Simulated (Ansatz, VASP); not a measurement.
Two plane-wave programs on InSb

```
In Sb
1.0
     0.00000    3.27106    3.22739
     3.27106    0.00000    3.22739
     3.27106    3.27106    0.00000
In Sb
1 1
Direct
  0.00000 0.00000 0.00000
  0.25000 0.25000 0.25000
```

Alike in both runs: task single point; functional PBEsol; k mesh 10 × 10 × 10; occupations gaussian, width 0.01 eV; no spin polarisation.

|  | VASP | Ansatz |
| --- | --- | --- |
| version | VASP 6.6.1 | Ansatz 0.2.0 |
| potentials or method | VASP PAW PBE potentials, release 64 (In_d, Sb), cutoff 500 eV | scalar-relativistic, plane waves, PAW |
| valence electrons in the cell | 18 | 28 |

|  | VASP | Ansatz | Ansatz less VASP |
| --- | --- | --- | --- |
| gap on the k mesh at the Fermi level (eV) | 0.06 | 0.06 | 0.000 |
| least direct gap on the mesh (eV) | 0.06 | 0.06 | 0.000 |

VASP's potentials were made for PBE, not for PBEsol. VASP's potentials hold 18 valence electrons a cell and Ansatz's 28, so a difference there can come from the potentials and not from the codes.

Neither program's run includes spin-orbit coupling.
